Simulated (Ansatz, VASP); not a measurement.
## One calculation of PbO2, two programs

```xyz
6
Lattice="-3.0892 3.0892 3.3309 3.0892 -3.0892 3.3309 3.0892 3.0892 -3.3309" Properties=species:S:1:pos:R:3 pbc="T T T"
Pb    0.0000    0.0000    0.0000
Pb    0.0000    3.0892    1.6654
O     1.0990    1.5446    0.8327
O     1.5446    4.1881    2.4981
O    -1.5446    1.9902    2.4981
O    -1.0990    4.6337    0.8327
```

Alike in both runs: functional r2SCAN; k mesh 6 × 6 × 6; occupations gaussian, width 0.02 eV; no spin polarisation.

Ansatz relaxed the structure, and its values are those at the end. VASP's run is a single point on that final structure, the one shown.

|  | VASP | Ansatz |
| --- | --- | --- |
| version | VASP 6.6.1 | Ansatz 0.2.0 |
| potentials or method | VASP PAW PBE potentials, release 64 (Pb_d, O), cutoff 520 eV | scalar-relativistic, plane waves, PAW |
| valence electrons in the cell | 52 | 52 |

```tsv
	VASP	Ansatz	Ansatz less VASP
gap on the k mesh at the Fermi level (eV)	0.94	0.95	+0.005
least direct gap on the mesh (eV)	0.94	0.95	+0.005
pressure (GPa)	0.4	-0.1	-0.49
rms of the force components (eV/Å)	0.039	0.001	-0.0386
```

VASP's potentials were made for PBE, not for r2SCAN.

Neither program's run includes spin-orbit coupling.
